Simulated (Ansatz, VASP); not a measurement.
**One calculation of InAs, two programs**

File INCAR:

```
PREC = Accurate ; ENCUT = 500
EDIFF = 1E-6 ; ISMEAR = 0
SIGMA = 0.15 ; LREAL = F
LASPH = T ; NELM = 120
ALGO = Normal ; ISIF = 2
LWAVE = F ; LCHARG = F
NBANDS = 16 ; GGA_COMPAT = F
```

File KPOINTS:

```
Automatic mesh
0
Gamma
  14 14 14
```

POSCAR

```
InAs
1.0
    0.0000000000      2.8010896874      2.8010896874
    2.8010896874      0.0000000000      2.8010896874
    2.8010896874      2.8010896874      0.0000000000
In As
1 1
Direct
    0.5000000000      0.5000000000      0.5000000000
    0.0000000000      0.0000000000      0.0000000000
```

Input for Ansatz:

```yaml
crystal:
  lattice:
    - [0.0, 2.8010896874, 2.8010896874]
    - [2.8010896874, 0.0, 2.8010896874]
    - [2.8010896874, 2.8010896874, 0.0]
  atoms:
    - { symbol: In, position: [0.5, 0.5, 0.5] }
    - { symbol: As, position: [0.0, 0.0, 0.0] }
basis:
  ecutwfc: 420
kpoints:
  mp_grid: { grid: [14, 14, 14] }
hamiltonian:
  xc: lda
  pseudopotentials: { kind: paw, azcp: { folder: soft_1 } }
scf:
  occupations: { method: gaussian, width: 0.15 }
output:
  forces: true
  stress: true
  eigenvalues: true
  write_density: true
  write_potential: true
  elf: true
  volumetric_format: npy
```

Alike in both runs: task single point; functional LDA; k mesh 14 × 14 × 14; occupations gaussian, width 0.15 eV; no spin polarisation.

```csv
,VASP,Ansatz
version,VASP 6.6.1,Ansatz 0.2.0
potentials or method,"VASP PAW LDA potentials, release 64 (In_d, As), cutoff 500 eV","scalar-relativistic, plane waves, PAW"
valence electrons in the cell,18,28
```

Ansatz gave:

```
gap on the k mesh at the Fermi level (eV) : none
pressure (GPa)                            : -0.1
```

Problem. What did VASP give for the same quantities?

Solution. gap on the k mesh at the Fermi level (eV): none; pressure (GPa): 0.3.

Ansatz warns that its potentials were made for another functional, while VASP's fit it. LDA's correlation is that of Perdew and Zunger in VASP and of Perdew and Wang (1992) in Ansatz. A gap of «none» marks a metal or a gap that the smearing closes. VASP's potentials hold 18 valence electrons a cell and Ansatz's 28, so a difference there can come from the potentials and not from the codes.
